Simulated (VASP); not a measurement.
Write the native input for VASP 6.6.1 that does the following.

```yaml
Task: single point
Functional: PBE
Dispersion: D3(BJ)
Potentials_or_basis: VASP PAW PBE potentials, release 64 (B, N)
Cutoff: 520 eV
k_mesh: 10 × 10 × 2
Occupations: gaussian, width 0.05 eV
Spin: no spin polarisation
Dipole_correction: no
Further_INCAR_settings: ALGO = Normal; EDIFF = 1e-07; NBANDS = 26
```

The structure of BN lies in POSCAR:

```
BN
1.0
   -2.5064381127      0.0000000000      0.0000000000
   -1.2532190563     -2.1706390786      0.0000000000
    0.0000000000      0.0000000000     13.2336949040
B N
4 4
Direct
    0.3333333333      0.3333333333      0.1250000000
    0.3333333333      0.3333333333      0.6250000000
    0.6666666667      0.6666666667      0.3750000000
    0.6666666667      0.6666666667      0.8750000000
    0.3333333333      0.3333333333      0.3750000000
    0.3333333333      0.3333333333      0.8750000000
    0.6666666667      0.6666666667      0.1250000000
    0.6666666667      0.6666666667      0.6250000000
```

One way to write it, as run:

INCAR

```
SYSTEM = BN
ALGO = Normal
EDIFF = 1E-7
ENCUT = 520
GGA = PE
ISIF = 2
ISMEAR = 0
IVDW = 12
LASPH = .True.
LCHARG = .False.
LREAL = .False.
LWAVE = .False.
NBANDS = 26
NELM = 60
PREC = Accurate
SIGMA = 0.05
```

KPOINTS

```
k-points
0
Gamma
  10 10 2
  0 0 0
```

Potentials or basis: VASP PAW PBE potentials, release 64 (B, N).

Command:

```console
$ cat potpaw_PBE.64/B/POTCAR potpaw_PBE.64/N/POTCAR > POTCAR
$ mpirun -np 1 vasp_std > vasp.out
```

It gave:

* Pressure: 0.1 GPa
* Band gap on the k mesh: 4.22 eV
* Dispersion energy per atom: -0.141 eV

Run time: 2.2 min on 1 thread of AMD EPYC 7R13, on a shared host, peak memory 0.17 GiB.
